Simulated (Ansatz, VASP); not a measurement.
BAs: VASP beside Ansatz

File INCAR:

```
ALGO     = Normal         # electronic algorithm
EDIFF    = 1E-7           # SCF threshold, eV
ENCUT    = 520            # plane-wave cutoff, eV
GGA      = PE             # functional
ISIF     = 2              # what is computed and relaxed
ISMEAR   = -1             # smearing method
LASPH    = True           # aspherical terms in the spheres
LCHARG   = True           # write CHGCAR
LELF     = True           # ELF
LREAL    = False          # projectors in reciprocal space
LVHAR    = True         
LWAVE    = False          # write WAVECAR
NBANDS   = 11             # bands
NELM     = 60             # most SCF steps
PREC     = Accurate       # precision mode
SIGMA    = 0.08           # smearing width, eV
```

Contents of KPOINTS:

```
k-points
0
Gamma
  14 14 14
```

Contents of POSCAR:

```
BAs
1.0
    0.0000000000      2.2322882928      2.2322882928
    2.2322882928      0.0000000000      2.2322882928
    2.2322882928      2.2322882928      0.0000000000
B As
1 1
Direct
    0.0000000000      0.0000000000      0.0000000000
    0.2500000000      0.2500000000      0.2500000000
```

Input for Ansatz:

```yaml
crystal:
  lattice:
    - [0.0, 2.2322882928, 2.2322882928]
    - [2.2322882928, 0.0, 2.2322882928]
    - [2.2322882928, 2.2322882928, 0.0]
  atoms:
    - { symbol: B, position: [0.0, 0.0, 0.0] }
    - { symbol: As, position: [0.25, 0.25, 0.25] }
kpoints:
  mp_grid: { grid: [14, 14, 14] }
scf:
  occupations: { method: fermi_dirac, width: 0.08 }
hamiltonian:
  xc: pbe
  pseudopotentials: { kind: paw }
output:
  forces: true
  stress: true
  eigenvalues: true
  populations: true
```

Change from the starting cell: volume scaled by 0.8, PAW files.

Alike in both runs: task single point; functional PBE; k mesh 14 × 14 × 14; occupations fermi-dirac, width 0.08 eV; no spin polarisation.

|  | VASP | Ansatz |
| --- | --- | --- |
| version | VASP 6.6.1 | Ansatz 0.2.0 |
| potentials or method | VASP PAW PBE potentials, release 64 (B, As) | PAW with Ansatz's default frozen-core files, scalar-relativistic |
| plane-wave cutoff (eV) | 520 | 420 |
| valence electrons in the cell | 8 | 18 |

|  | VASP | Ansatz | Ansatz less VASP |
| --- | --- | --- | --- |
| pressure (GPa) | 47.7 | 46.0 | -1.71 |

Both programs put the cell under a high pressure, so it lies far from rest at this level. VASP's potentials hold 8 valence electrons a cell and Ansatz's 18, so a difference there can come from the potentials and not from the codes.
